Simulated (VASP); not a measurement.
The system is SnS2, a slab with vacuum.

```
CELL_PARAMETERS angstrom
3.65131 0.00000 0.00000
0.00000 8.75824 0.00000
0.00000 0.00000 26.60781
ATOMIC_POSITIONS crystal
S 0.00000 0.46402 0.28187
S 0.00000 0.05739 0.30705
S 0.50000 0.72473 0.36409
S 0.50000 0.31810 0.38927
S 0.00000 0.98544 0.44630
S 0.00000 0.57881 0.47148
S 0.50000 0.24615 0.52852
S 0.50000 0.83952 0.55370
S 0.00000 0.50686 0.61073
S 0.00000 0.10023 0.63591
S 0.50000 0.76757 0.69295
S 0.50000 0.36094 0.71813
Sn 0.50000 0.26071 0.29446
Sn 0.00000 0.52142 0.37668
Sn 0.50000 0.78213 0.45889
Sn 0.00000 0.04284 0.54111
Sn 0.50000 0.30354 0.62332
Sn 0.00000 0.56425 0.70554
```

Base run:

```yaml
Program: VASP 6.6.1
Functional: PBEsol
Potentials_or_basis: VASP PAW PBE potentials, release 64 (S, Sn_d)
Cutoff: 400 eV
k_mesh: 7 × 3 × 1
Occupations: gaussian, width 0.05 eV
Spin: no spin polarisation
```

Its results: band gap on the k mesh 0.09 eV (least direct gap 0.15 eV); largest force 2.201 eV/Å.

Problem. The run is repeated on the same cell with these changes: occupations from gaussian, width 0.05 eV to gaussian, width 0.01 eV; further incar settings from ALGO = Normal; EDIFF = 1e-06; NBANDS = 93; NELMDL = -8; EFIELD = -0.6 to ALGO = Normal; EDIFF = 1e-06; NBANDS = 93; NELMDL = -8. What comes out?

Solution. Band gap on the k mesh 0.93 eV (least direct gap 1.00 eV); largest force 2.114 eV/Å.

Caveats: the PAW data sets were made with another functional, which shifts forces and pressure a little; spin-orbit coupling is left out, which moves the levels of the heavy elements; semilocal functionals underestimate gaps, and a narrow one can read as zero (at least some runs).

A k mesh can miss the band edges.
